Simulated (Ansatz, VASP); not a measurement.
## One calculation of GaCo, two programs

```
Ga Co
1.0
     2.87800    0.00000    0.00000
     0.00000    2.87800    0.00000
     0.00000    0.00000    2.87800
Ga Co
1 1
Direct
  0.50000 0.50000 0.50000
  0.00000 0.00000 0.00000
```

Alike in both runs: task single point; functional PBE; k mesh 8 × 8 × 8; occupations fermi-dirac, width 0.05 eV; collinear spin; fixed moment 1 μB.

```csv
,VASP,Ansatz
version,VASP 6.6.1,Ansatz 0.2.0
potentials or method,"VASP PAW PBE potentials, release 64 (Ga_d, Co_sv)",Ansatz PAW
plane-wave cutoff (eV),690,420
valence electrons in the cell,30,30
```

```csv
,VASP,Ansatz,Ansatz less VASP
pressure (GPa),5.2,5.4,+0.25
net moment per atom (μB),0.50,0.50,0.000
size of the moment on the site where the two differ most (μB),0.99,1.01,+0.022
```

Site moments also hang on the region over which each program counts them. The functional is the same, so the differences come from potentials, cutoffs and numerics.
